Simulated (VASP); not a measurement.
A run of VASP 6.6.1 is set up as follows.

File INCAR:

```
PREC = Accurate
ENCUT = 520
EDIFF = 1E-6
ISMEAR = 1
SIGMA = 0.1
LREAL = False
LASPH = True
NELM = 100
ALGO = Normal
ISIF = 2
LWAVE = False
LCHARG = True
GGA = PS
LELF = True
LVHAR = True
NBANDS = 14
```

The input KPOINTS:

```
Automatic mesh
0
Gamma
  9 9 9
```

Contents of POSCAR:

```
HfN
1.0
    0.0000000000      2.2506968097      2.2506968097
    2.2506968097      0.0000000000      2.2506968097
    2.2506968097      2.2506968097      0.0000000000
Hf N
1 1
Direct
    0.0000000000      0.0000000000      0.0000000000
    0.5000000000      0.5000000000      0.5000000000
```

Potentials or basis: VASP PAW PBE potentials, release 64 (Hf_pv, N).

Run with:

```console
$ cat potpaw_PBE.64/Hf_pv/POTCAR potpaw_PBE.64/N/POTCAR > POTCAR
$ mpirun -np 1 vasp_std > vasp.out
```

Problem. What does it give for the pressure?

Solution. -2.1 GPa.

Caveat: the PAW data sets were made with another functional, which shifts forces and pressure a little.
